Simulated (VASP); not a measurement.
# FeO (Wuestite) (Fm-3m) in VASP: notebook, part 2 of 2

VASP 6.6.1. The steps go on from the part before.

### 5 Single point, PBEsol, collinear spin, ferromagnetic start

Contents of INCAR:

```
SYSTEM = FeO
  PREC = Accurate
  ENCUT = 600
  EDIFF = 1E-6
  ISMEAR = -1
  SIGMA = 0.05
  LREAL = .False.
  LASPH = .True.
  NELM = 200
  ALGO = Normal
  ISIF = 2
  LWAVE = .False.
  LCHARG = .False.
  ISPIN = 2
  MAGMOM = 6 0
  LORBIT = 11
  NUPDOWN = 6.0
  LMAXMIX = 4
  GGA = PS
  NBANDS = 22
  GGA_COMPAT = .False.
```

Contents of KPOINTS:

```
Automatic mesh
0
Gamma
  9 9 9
  0 0 0
```

Contents of POSCAR:

```
FeO
1.0
    0.0000000000      2.1554000000      2.1554000000
    2.1554000000      0.0000000000      2.1554000000
    2.1554000000      2.1554000000      0.0000000000
Fe O
1 1
Direct
    0.0000000000      0.0000000000      0.0000000000
    0.5000000000      0.5000000000      0.5000000000
```

Potentials or basis: VASP PAW PBE potentials, release 64 (Fe_sv, O).

Started as:

```sh
> cat potpaw_PBE.64/Fe_sv/POTCAR potpaw_PBE.64/O/POTCAR > POTCAR
> mpirun -np 1 vasp_std > vasp.out
```

OUTCAR:

```text
SYSTEM = FeO
   PREC = Accurate
   ENCUT = 600
   EDIFF = 1E-6
   ISMEAR = -1
   LREAL = .False.
   LASPH = .True.
   NELM = 200
   ISIF = 2
   ISPIN = 2
   LORBIT = 11
   NUPDOWN = 6.0
   GGA = PS

 ion  position               nearest neighbor table
   1  0.000  0.000  0.000-   2 2.16   2 2.16   2 2.16   2 2.16   2 2.16   2 2.16
   2  0.500  0.500  0.500-   1 2.16   1 2.16   1 2.16   1 2.16   1 2.16   1 2.16

  LATTYP: Found a face centered cubic cell.
 ALAT       =     4.3108000000

  Lattice vectors:

 A1 = (   0.0000000000,   2.1554000000,   2.1554000000)
 A2 = (   2.1554000000,   0.0000000000,   2.1554000000)
 A3 = (   2.1554000000,   2.1554000000,   0.0000000000)

Analysis of symmetry for initial positions (statically):
=====================================================================
 Subroutine PRICEL returns:
 Original cell was already a primitive cell.

 Routine SETGRP: Setting up the symmetry group for a
 face centered cubic supercell.

 Subroutine GETGRP returns: Found 48 space group operations
 (whereof 48 operations were pure point group operations)
 out of a pool of 48 trial point group operations.

The static configuration has the point symmetry O_h .

Analysis of symmetry for dynamics (positions and initial velocities):
=====================================================================
 Subroutine PRICEL returns:
 Original cell was already a primitive cell.

 Routine SETGRP: Setting up the symmetry group for a
 face centered cubic supercell.

 Subroutine GETGRP returns: Found 48 space group operations
 (whereof 48 operations were pure point group operations)
 out of a pool of 48 trial point group operations.

The dynamic configuration has the point symmetry O_h .

Analysis of structural, dynamic, and magnetic symmetry:
=====================================================================
 Subroutine PRICEL returns:
 Original cell was already a primitive cell.

[... 138 lines left out ...]
 spin polarized calculation
  energy-cutoff  :      600.00
  volume of cell :       20.03
 maximum number of plane-waves:       680
   NGX = 13   NGY = 13   NGZ = 13

 number of electron      22.0000010 magnetization       6.0000005

 Free energy of the ion-electron system (eV)
  ---------------------------------------------------
  ext. energy  EPLUGINS =         0.00000000
  ---------------------------------------------------
  free energy    TOTEN  =       -10.21345037 eV

  energy without entropy =      -10.21201114  energy(sigma->0) =      -10.21273076

 E-fermi :   6.9215     XC(G=0): -12.8909

 val. band max:       16.1424403562   @ k =  -0.3333   0.3333   0.0000
 cond. band min:       6.9259503632   @ k =   0.4444   0.4444   0.0000
 fundamental gap:     -9.2164899930
 Fermi energy:        16.2896779450

 spin component 1

 k-point     1 :       0.0000    0.0000    0.0000
  band No.  band energies     occupation
      1     -82.7687      1.00000
      2     -48.8090      1.00000
      3     -48.8090      1.00000
      4     -48.8090      1.00000
      5     -11.3612      1.00000
      6       3.4157      1.00000
[... 589 lines left out ...]
     21      38.9056      0.00000
     22      38.9056      0.00000

 [... further k-points ...]

 spin component 2

 k-point     1 :       0.0000    0.0000    0.0000
  band No.  band energies     occupation
      1     -77.7248      1.00000
      2     -43.8566      1.00000
      3     -43.8566      1.00000
      4     -43.8566      1.00000
      5      -9.8125      1.00000
      6       7.0882      0.03446
[... 589 lines left out ...]
     21      40.0222      0.00000
     22      40.0222      0.00000

 [... further k-points ...]
[... 5 lines left out ...]
  --------------------------------------------------------------------------------------
  -------------------------------------------------------------------------------------
  Total        5.6959120      5.6959120      5.6959120     -0.0000000      0.0000000      0.0000000
  in kB      455.6802699    455.6802699    455.6802699     -0.0000000      0.0000000      0.0000000
  external PRESSURE =     455.6802699 kB  Pullay stress =       0.0000000 kB

 VOLUME and BASIS-vectors are now :
 -----------------------------------------------------------------------------
  energy-cutoff  :      600.00
  volume of cell :       20.03
      direct lattice vectors                 reciprocal lattice vectors
     0.000000000  2.155400000  2.155400000    -0.231975503  0.231975503  0.231975503
     2.155400000  0.000000000  2.155400000     0.231975503 -0.231975503  0.231975503
     2.155400000  2.155400000  0.000000000     0.231975503  0.231975503 -0.231975503

 POSITION                                       TOTAL-FORCE (eV/Angst)
 -----------------------------------------------------------------------------------
      0.00000      0.00000      0.00000         0.000000      0.000000      0.000000
      2.15540      2.15540      2.15540        -0.000000     -0.000000     -0.000000
 -----------------------------------------------------------------------------------
    total drift:                                0.000000     -0.000000     -0.000000

  FREE ENERGIE OF THE ION-ELECTRON SYSTEM (eV)
  ---------------------------------------------------
  free  energy   TOTEN  =       -10.2134503724 eV

  energy  without entropy=      -10.2120111412  energy(sigma->0) =      -10.21273076

 total charge

# of ion       s       p       d       tot
------------------------------------------
    1        2.229   6.043   5.081  13.353
    2        1.612   3.334   0.000   4.945
--------------------------------------------------
tot          3.840   9.376   5.081  18.298

 magnetization (x)

# of ion       s       p       d       tot
------------------------------------------
    1        0.141   0.054   4.043   4.238
    2        0.111   0.694   0.000   0.806
--------------------------------------------------
tot          0.253   0.748   4.043   5.044
```

OSZICAR:

```text
N       E                     dE             d eps       ncg     rms          rms(c)
DAV:   1     0.318843365029E+03    0.31884E+03   -0.13283E+04  3154   0.149E+03
DAV:   2     0.167544780873E+01   -0.31717E+03   -0.29950E+03  3134   0.477E+02
DAV:   3    -0.152014452725E+02   -0.16877E+02   -0.16742E+02  3718   0.125E+02
DAV:   4    -0.154646739775E+02   -0.26323E+00   -0.26317E+00  3392   0.172E+01
DAV:   5    -0.154712706511E+02   -0.65967E-02   -0.65963E-02  3794   0.283E+00    0.226E+01
DAV:   6    -0.108170868410E+02    0.46542E+01   -0.15091E+01  4820   0.724E+01    0.335E+01
DAV:   7    -0.102926592009E+02    0.52443E+00   -0.35244E+00  4186   0.364E+01    0.151E+01
DAV:   8    -0.102540833729E+02    0.38576E-01   -0.32701E-01  4124   0.779E+00    0.106E+01
DAV:   9    -0.102567801279E+02   -0.26968E-02   -0.23458E-01  4820   0.943E+00    0.400E+00
DAV:  10    -0.102299131205E+02    0.26867E-01   -0.71332E-02  4098   0.573E+00    0.168E+00
DAV:  11    -0.102129025683E+02    0.17011E-01   -0.51897E-02  4592   0.499E+00    0.229E-01
DAV:  12    -0.102134601106E+02   -0.55754E-03   -0.49253E-03  3374   0.543E-01    0.858E-02
DAV:  13    -0.102134605558E+02   -0.44524E-06   -0.13114E-04  5148   0.168E-01    0.447E-02
DAV:  14    -0.102134483019E+02    0.12254E-04   -0.33173E-05  4136   0.777E-02    0.363E-02
DAV:  15    -0.102134501608E+02   -0.18589E-05   -0.65137E-06  4160   0.353E-02    0.828E-03
DAV:  16    -0.102134503724E+02   -0.21163E-06   -0.29426E-07  2060   0.650E-03
   1 F= -.10213450E+02 E0= -.10212731E+02  d E =-.143923E-02  mag=     6.0000
```

Run time: 14 s. Hardware: 1 thread of Intel Xeon 6975P-C (Granite Rapids), shared host; peak memory 0.16 GiB.

Results:

```yaml
Free_energy: -10.2135 eV
Pressure: 45.6 GPa
Net_moment: 6.00 μB per cell
Site_moments: Fe +4.24; O +0.81 μB
Valence_electrons_inside_the_program's_atomic_spheres: Fe 13.35; O 4.95
```

Caveat: the PAW data sets were made with another functional, which shifts forces and pressure a little; the total moment is fixed, so each spin has its own Fermi level; a cell with one magnetic atom can't hold antiferromagnetic order, which such compounds often take.

### 6 Summary

```tsv
fixed moment (μB)	pressure (GPa)	moment (μB)
4.5	0.9	4.50
1.5	-32.9	1.50
0.8	-33.7	0.80
6.0	45.6	6.00
```

Alike in all rows: task single point; level PBEsol; potentials or basis VASP PAW PBE potentials, release 64 (Fe_sv, O); spin collinear, ferromagnetic start; cell as given; k mesh 9 × 9 × 9; cutoff (eV) 600; smearing fermi-dirac 0.05 eV.

Caveats: the PAW data sets were made with another functional, which shifts forces and pressure a little; the total moment is fixed, so each spin has its own Fermi level; a cell with one magnetic atom can't hold antiferromagnetic order, which such compounds often take.

Absolute energies hang on the potentials; compare differences alone.
